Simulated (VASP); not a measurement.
# KCaCl3 (Pm-3m) in VASP: single point with LDA

Aim: the single point of KCaCl3 with LDA.

All numbers are computed with VASP 6.6.1; they aren't measurements. Logs are shortened: lines on timing, memory, paths and dates and some standing lists are left out, and cuts for length are marked.

### Step 1. The cell of the first run

Symmetry: Pm-3m, No. 221, cubic system. Conventional cell: a = 5.394 Å, b = 5.394 Å, c = 5.394 Å, α = 90.00°, β = 90.00°, γ = 90.00°. Within 5.0 Å of K (site symmetry m-3m) lie 12 Cl at 3.81 Å and 8 Ca at 4.67 Å. Ca (site symmetry m-3m) has 6 Cl at 2.70 Å within 3.6 Å. Within 3.6 Å of Cl (site symmetry 4/mmm) lie 2 Ca at 2.70 Å.

### Step 2. Single point, LDA

INCAR reads:

```
ALGO = Normal ; EDIFF = 1E-7
ENCUT = 520 ; GGA = CA
ISIF = 2 ; ISMEAR = 0
LASPH = True ; LCHARG = False
LREAL = False ; LWAVE = False
NBANDS = 28 ; NELM = 100
PREC = Accurate ; SIGMA = 0.1
```

KPOINTS reads:

```
k-points
0
Gamma
  4 4 4
```

POSCAR reads:

```
KCaCl3
1.0
    5.3935230000      0.0000000000      0.0000000000
    0.0000000000      5.3935230000      0.0000000000
    0.0000000000      0.0000000000      5.3935230000
K Ca Cl
1 1 3
Direct
    0.0000000000      0.0000000000      0.0000000000
    0.5000000000      0.5000000000      0.5000000000
    0.0000000000      0.5000000000      0.5000000000
    0.5000000000      0.0000000000      0.5000000000
    0.5000000000      0.5000000000      0.0000000000
```

Potentials or basis: VASP PAW LDA potentials, release 64 (K_sv, Ca_sv, Cl).

Launch:

```bash
$ cat potpaw_LDA.64/K_sv/POTCAR potpaw_LDA.64/Ca_sv/POTCAR potpaw_LDA.64/Cl/POTCAR > POTCAR
$ mpirun -np 1 vasp_std > vasp.out
```

OUTCAR:

```text
EDIFF = 1E-7
   ENCUT = 520
   GGA = CA
   ISIF = 2
   ISMEAR = 0
   LASPH = True
   LREAL = False
   NELM = 100
   PREC = Accurate

 ion  position               nearest neighbor table
   1  0.000  0.000  0.000-
   2  0.500  0.500  0.500-   3 2.70   4 2.70   5 2.70   5 2.70   4 2.70   3 2.70
   3  0.000  0.500  0.500-   2 2.70   2 2.70
   4  0.500  0.000  0.500-   2 2.70   2 2.70
   5  0.500  0.500  0.000-   2 2.70   2 2.70

  LATTYP: Found a simple cubic cell.
 ALAT       =     5.3935230000

  Lattice vectors:

 A1 = (   5.3935230000,   0.0000000000,   0.0000000000)
 A2 = (   0.0000000000,   5.3935230000,   0.0000000000)
 A3 = (   0.0000000000,   0.0000000000,   5.3935230000)

Analysis of symmetry for initial positions (statically):
=====================================================================
 Subroutine PRICEL returns:
 Original cell was already a primitive cell.

 Routine SETGRP: Setting up the symmetry group for a
 simple cubic supercell.

 Subroutine GETGRP returns: Found 48 space group operations
 (whereof 48 operations were pure point group operations)
 out of a pool of 48 trial point group operations.

The static configuration has the point symmetry O_h .

Analysis of symmetry for dynamics (positions and initial velocities):
=====================================================================
 Subroutine PRICEL returns:
 Original cell was already a primitive cell.

 Routine SETGRP: Setting up the symmetry group for a
 simple cubic supercell.

 Subroutine GETGRP returns: Found 48 space group operations
 (whereof 48 operations were pure point group operations)
 out of a pool of 48 trial point group operations.

The dynamic configuration has the point symmetry O_h .

 Subroutine INISYM returns: Found 48 space group operations
 (whereof 48 operations are pure point group operations),
 and found     1 'primitive' translations

----------------------------------------------------------------------------------------

                                     Primitive cell

  volume of cell :     156.8981

  direct lattice vectors                    reciprocal lattice vectors
     5.393523000  0.000000000  0.000000000     0.185407571  0.000000000  0.000000000
     0.000000000  5.393523000  0.000000000     0.000000000  0.185407571  0.000000000
     0.000000000  0.000000000  5.393523000     0.000000000  0.000000000  0.185407571

  length of vectors
     5.393523000  5.393523000  5.393523000     0.185407571  0.185407571  0.185407571

  position of ions in fractional coordinates (direct lattice)
     0.000000000  0.000000000  0.000000000
     0.500000000  0.500000000  0.500000000
     0.000000000  0.500000000  0.500000000
     0.500000000  0.000000000  0.500000000
     0.500000000  0.500000000  0.000000000

  ion indices of the primitive-cell ions
   primitive index   ion index
                 1           1
                 2           2
                 3           3
                 4           4
                 5           5

----------------------------------------------------------------------------------------

 KPOINTS: k-points

Automatic generation of k-mesh.
 Grid dimensions read from file:
 generate k-points for:    4    4    4

 Generating k-lattice:

  Cartesian coordinates                     Fractional coordinates (reciprocal lattice)
     0.046351893  0.000000000  0.000000000     0.250000000  0.000000000  0.000000000
     0.000000000  0.046351893  0.000000000     0.000000000  0.250000000  0.000000000
     0.000000000  0.000000000  0.046351893     0.000000000  0.000000000  0.250000000

  Length of vectors
     0.046351893  0.046351893  0.046351893

  Shift w.r.t. Gamma in fractional coordinates (k-lattice)
     0.000000000  0.000000000  0.000000000

 Subroutine IBZKPT returns following result:
 ===========================================

 Found     10 irreducible k-points:

 Following reciprocal coordinates:
            Coordinates               Weight
  0.000000  0.000000  0.000000      1.000000
  0.250000  0.000000  0.000000      6.000000
  0.500000  0.000000  0.000000      3.000000
  0.250000  0.250000  0.000000     12.000000
  0.500000  0.250000  0.000000     12.000000
  0.500000  0.500000  0.000000      3.000000
  0.250000  0.250000  0.250000      8.000000
  0.500000  0.250000  0.250000     12.000000
  0.500000  0.500000  0.250000      6.000000
  0.500000  0.500000  0.500000      1.000000
   k-points           NKPTS =     10   k-points in BZ     NKDIM =     10   number of bands    NBANDS=     28
   number of dos      NEDOS =    301   number of ions     NIONS =      5
   total plane-waves  NPLWV =  64000
   dimension x,y,z NGX =    40 NGY =   40 NGZ =   40
   dimension x,y,z NGXF=    80 NGYF=   80 NGZF=   80
   ions per type =               1   1   3
   NGX,Y,Z   is equivalent  to a cutoff of  12.33, 12.33, 12.33 a.u.
   NGXF,Y,Z  is equivalent  to a cutoff of  24.66, 24.66, 24.66 a.u.
 SYSTEM =  unknown system
   PREC   = accura    normal or accurate (medium, high low for compatibility)
   ISTART =      0    job   : 0-new  1-cont  2-samecut
   ICHARG =      2    charge: 1-file 2-atom 10-const
   ISPIN  =      1    spin polarized calculation?
   LNONCOLLINEAR =      F non collinear calculations
   LSORBIT =      F    spin-orbit coupling
   LASPH  =      T    aspherical Exc in radial PAW
   ENCUT  =  520.0 eV  38.22 Ry    6.18 a.u.  10.03 10.03 10.03*2*pi/ulx,y,z
   NELM   =    100;   NELMIN=  2; NELMDL= -5     # of ELM steps
   EDIFF  = 0.1E-06   stopping-criterion for ELM
   LREAL  =      F    real-space projection
   EDIFFG = 0.1E-05   stopping-criterion for IOM
   NSW    =      0    number of steps for IOM
   IBRION =     -1    ionic relax: 0-MD 1-quasi-New 2-CG
   NFREE  =      0    steps in history (QN), initial steepest desc. (CG)
   ISIF   =      2    stress and relaxation
   ISYM   =      2    0-nonsym 1-usesym 2-fastsym
   POTIM  = 0.5000    time-step for ionic-motion
   TEBEG  =    0.0;   TEEND  =   0.0 temperature during run
   PSTRESS=    0.0 pullay stress
   NELECT =      40.0000    total number of electrons
   NUPDOWN=      -1.0000    fix difference up-down
   EMIN   =  10.00;   EMAX   =-10.00  energy-range for DOS
   EFERMI =   0.00;   METHOD = LEGACY
   ISMEAR =     0;   SIGMA  =   0.10  broadening in eV -4-tet -1-fermi 0-gaus
   EFERMI_NEDOS =   21; number of points for ismear=-14 and -15
   IALGO  =     38    algorithm
   IMIX   =      4    mixing-type and parameters
     AMIX     =   0.40;   BMIX     =  1.00
     AMIX_MAG =   1.60;   BMIX_MAG =  1.00
  volume/ion in A,a.u.               =      31.38       211.76
  Fermi-wavevector in a.u.,A,eV,Ry     =   1.038060  1.961648 14.661199  1.077568
  Thomas-Fermi vector in A             =   2.172526
   LORBIT       =      0    0 simple, 1 ext, 2 COOP (PROOUT), +10 PAW based schemes
   GGA     = CA    functional components
   LHFCALC =     F    Hartree Fock is set to
   AEXX    =    0.0000 exact exchange contribution
   IVDW    =     0    specifies the selected vdW correction
   LEPSILON=     F    determine dielectric tensor
   LRPA    =     F    only Hartree local field effects (RPA)
 non-spin polarized calculation
 Gauss-broadening in eV      SIGMA  =   0.10
  energy-cutoff  :      520.00
  volume of cell :      156.90
 maximum number of plane-waves:      4260
   NGX = 21   NGY = 21   NGZ = 21

 number of electron      39.9999994 magnetization

 Free energy of the ion-electron system (eV)
  ---------------------------------------------------
  ext. energy  EPLUGINS =         0.00000000
  ---------------------------------------------------
  free energy    TOTEN  =       -21.10429267 eV

  energy without entropy =      -21.10429267  energy(sigma->0) =      -21.10429267

 E-fermi :  -0.8404     XC(G=0):  -8.0788

 val. band max:       -1.3377373619   @ k =   0.5000   0.5000   0.5000
 cond. band min:       3.0175496104   @ k =   0.0000   0.0000   0.0000
 fundamental gap:      4.3552869723
 Fermi energy:        -0.8403894264

 k-point     1 :       0.0000    0.0000    0.0000
  band No.  band energies     occupation
      1     -38.9809      2.00000
      2     -29.3284      2.00000
      3     -20.3430      2.00000
      4     -20.3430      2.00000
      5     -20.3430      2.00000
      6     -14.1224      2.00000
[... 20 lines left out ...]
     27       5.5916      0.00000
     28       5.5917      0.00000

 k-point     2 :       0.2500    0.0000    0.0000
  band No.  band energies     occupation
      1     -38.9808      2.00000
      2     -29.3283      2.00000
      3     -20.3627      2.00000
      4     -20.3428      2.00000
      5     -20.3428      2.00000
      6     -14.0692      2.00000
[... 20 lines left out ...]
     27       5.9255      0.00000
     28       5.9263      0.00000

 k-point     3 :       0.5000    0.0000    0.0000
  band No.  band energies     occupation
      1     -38.9807      2.00000
      2     -29.3282      2.00000
      3     -20.3820      2.00000
      4     -20.3426      2.00000
      5     -20.3426      2.00000
      6     -14.0285      2.00000
[... 20 lines left out ...]
     27       6.1907      0.00000
     28       6.5043      0.00000

 k-point     4 :       0.2500    0.2500    0.0000
  band No.  band energies     occupation
      1     -38.9807      2.00000
      2     -29.3282      2.00000
      3     -20.3625      2.00000
      4     -20.3624      2.00000
      5     -20.3426      2.00000
      6     -14.0051      2.00000
[... 144 lines left out ...]
     27       6.7936      0.00000
     28       6.9502      0.00000

 k-point     9 :       0.5000    0.5000    0.2500
  band No.  band energies     occupation
      1     -38.9803      2.00000
      2     -29.3280      2.00000
      3     -20.3813      2.00000
      4     -20.3813      2.00000
      5     -20.3617      2.00000
      6     -13.7879      2.00000
[... 20 lines left out ...]
     27       6.2939      0.00000
     28       6.9224      0.00000

 k-point    10 :       0.5000    0.5000    0.5000
  band No.  band energies     occupation
      1     -38.9802      2.00000
      2     -29.3279      2.00000
      3     -20.3810      2.00000
      4     -20.3810      2.00000
      5     -20.3810      2.00000
      6     -13.6981      2.00000
[... 20 lines left out ...]
     27       6.0136      0.00000
     28       7.9962      0.00000

------------------------ aborting loop because EDIFF is reached ----------------------------------------

  FORCE on cell =-STRESS in cart. coord.  units (eV):
  Direction    XX          YY          ZZ          XY          YZ          ZX
  --------------------------------------------------------------------------------------
  -------------------------------------------------------------------------------------
  Total       -2.5446484     -2.5446484     -2.5446484     -0.0000000     -0.0000000      0.0000000
  in kB      -25.9848825    -25.9848825    -25.9848825     -0.0000000     -0.0000000      0.0000000
  external PRESSURE =     -25.9848825 kB  Pullay stress =       0.0000000 kB

 VOLUME and BASIS-vectors are now :
 -----------------------------------------------------------------------------
  energy-cutoff  :      520.00
  volume of cell :      156.90
      direct lattice vectors                 reciprocal lattice vectors
     5.393523000  0.000000000  0.000000000     0.185407571  0.000000000  0.000000000
     0.000000000  5.393523000  0.000000000     0.000000000  0.185407571  0.000000000
     0.000000000  0.000000000  5.393523000     0.000000000  0.000000000  0.185407571

 POSITION                                       TOTAL-FORCE (eV/Angst)
 -----------------------------------------------------------------------------------
      0.00000      0.00000      0.00000         0.000000      0.000000      0.000000
      2.69676      2.69676      2.69676         0.000000      0.000000      0.000000
      0.00000      2.69676      2.69676         0.000000      0.000000      0.000000
      2.69676      0.00000      2.69676         0.000000      0.000000      0.000000
      2.69676      2.69676      0.00000         0.000000      0.000000      0.000000
 -----------------------------------------------------------------------------------
    total drift:                                0.000000      0.000000     -0.000000

  FREE ENERGIE OF THE ION-ELECTRON SYSTEM (eV)
  ---------------------------------------------------
  free  energy   TOTEN  =       -21.1042926653 eV

  energy  without entropy=      -21.1042926653  energy(sigma->0) =      -21.10429267
```

Run time: 31 s. Hardware: 1 thread of Intel Xeon Platinum 8375C at 2.90GHz (Ice Lake), shared host; peak memory 0.22 GiB.

Results:

```yaml
Free_energy: -21.1043 eV
Pressure: -2.6 GPa
Band_gap_on_the_k_mesh: 4.36 eV, indirect (least direct gap 4.65 eV)
```

Levels at points of the mesh, in eV from the valence-band top:
```tsv
k point	band 16	band 17	band 18	band 19	band 20	band 21	band 22	band 23	band 24	band 25
(0.00, 0.00, 0.00)	-0.53	-0.53	-0.29	-0.29	-0.29	4.36	5.39	5.39	5.39	6.73
(0.50, 0.00, 0.00)	-0.87	-0.87	-0.67	-0.38	-0.38	5.56	6.19	6.26	6.49	6.49
(0.50, 0.50, 0.00)	-0.89	-0.89	-0.85	-0.85	-0.01	6.55	6.55	6.91	6.92	7.46
(0.50, 0.50, 0.50)	-1.42	-1.42	0.00	0.00	0.00	5.97	7.07	7.07	7.07	7.35
```

A k mesh can miss the band edges. LDA gaps usually lie below the measured ones, often by a third to a half.
